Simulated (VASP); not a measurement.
Wanted: the native input for a VASP 6.6.1 run.

* Task: single point
* Functional: RPBE
* Potentials or basis: VASP PAW PBE potentials, release 64 (Sc_sv)
* Cutoff: 520 eV
* k mesh: 10 × 10 × 10
* Occupations: fermi-dirac, width 0.05 eV
* Spin: no spin polarisation
* Dipole correction: no
* Further INCAR settings: ALGO = Normal; EDIFF = 1e-06; NBANDS = 12

The structure of Sc lies in POSCAR:

```
Sc
1.0
    0.0000000000      2.3429858674      2.3429858674
    2.3429858674      0.0000000000      2.3429858674
    2.3429858674      2.3429858674      0.0000000000
Sc
1
Direct
    0.0000000000      0.0000000000      0.0000000000
```

The input as run:

INCAR

```
PREC = Accurate
ENCUT = 520
EDIFF = 1E-6
ISMEAR = -1
SIGMA = 0.05
LREAL = False
LASPH = True
NELM = 80
ALGO = Normal
ISIF = 2
LWAVE = False
LCHARG = False
GGA = RP
NBANDS = 12
```

KPOINTS

```
Automatic mesh
0
Gamma
  10 10 10
```

Potentials or basis: VASP PAW PBE potentials, release 64 (Sc_sv).

The run is started by

```sh
$ cat potpaw_PBE.64/Sc_sv/POTCAR > POTCAR
$ mpirun -np 1 vasp_std > vasp.out
```

Results of the run:

```json
{
 "Pressure": "0.0 GPa"
}
```

Caveat: the PAW data sets were made with another functional, which shifts forces and pressure a little.

It took 29 s on 1 thread of Intel(R) Xeon(R) Platinum 8259CL CPU @ 2.50GHz (Skylake/Cascade Lake), with other jobs on the host, peak memory 0.16 GiB.
